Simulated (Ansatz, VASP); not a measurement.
# One calculation of CdF2, two programs

The input INCAR:

```
SYSTEM = CdF2
PREC     = Accurate       ! precision mode
ENCUT    = 520            ! plane-wave cutoff, eV
EDIFF    = 1E-8           ! SCF threshold, eV
ISMEAR   = -1             ! smearing method
SIGMA    = 0.02           ! smearing width, eV
LREAL    = .FALSE.        ! projectors in reciprocal space
LASPH    = .TRUE.         ! aspherical terms in the spheres
NELM     = 120            ! most SCF steps
ALGO     = Normal         ! electronic algorithm
ISIF     = 2              ! what is computed and relaxed
LWAVE    = .FALSE.        ! write WAVECAR
LCHARG   = .FALSE.        ! write CHGCAR
GGA      = CA             ! functional
LEFG     = .TRUE.       
NBANDS   = 24             ! bands
GGA_COMPAT= .FALSE.
```

File KPOINTS:

```
regular mesh
0
G
  8 8 8
  0 0 0
```

File POSCAR:

```
CdF2
1.0
    0.0000000000      2.6575901313      2.6575901313
    2.6575901313      0.0000000000      2.6575901313
    2.6575901313      2.6575901313      0.0000000000
Cd F
1 2
Direct
    0.0000000000      0.0000000000      0.0000000000
    0.2500000000      0.2500000000      0.2500000000
    0.7500000000      0.7500000000      0.7500000000
```

Input for Ansatz:

```yaml
crystal:
  lattice:
    - [0.0, 2.6575901313, 2.6575901313]
    - [2.6575901313, 0.0, 2.6575901313]
    - [2.6575901313, 2.6575901313, 0.0]
  atoms:
    - { symbol: Cd, position: [0.0, 0.0, 0.0] }
    - { symbol: F, position: [0.25, 0.25, 0.25] }
    - { symbol: F, position: [0.75, 0.75, 0.75] }
kpoints:
  mp_grid: { grid: [8, 8, 8] }
scf:
  occupations: { method: fermi_dirac, width: 0.02 }
hamiltonian:
  xc: lda
  pseudopotentials: { kind: paw }
output:
  forces: true
  stress: true
  eigenvalues: true
  efg: { contact_densities: true }
```

Change from the starting cell: volume scaled by 0.96, PAW files.

Alike in both runs: task electric field gradients; functional LDA; k mesh 8 × 8 × 8; occupations fermi-dirac, width 0.02 eV; no spin polarisation.

|  | VASP | Ansatz |
| --- | --- | --- |
| version | VASP 6.6.1 | Ansatz 0.2.0 |
| potentials or method | VASP PAW LDA potentials, release 64 (Cd_sv_GW, F) | PAW with Ansatz's default frozen-core files, scalar-relativistic |
| plane-wave cutoff (eV) | 520 | 420 |
| valence electrons in the cell | 34 | 34 |

```tsv
	VASP	Ansatz	Ansatz less VASP
gap on the k mesh at the Fermi level (eV)	2.96	2.96	+0.001
pressure (GPa)	-2.8	-1.2	+1.58
```

LDA's correlation is that of Perdew and Zunger in VASP and of Perdew and Wang (1992) in Ansatz.
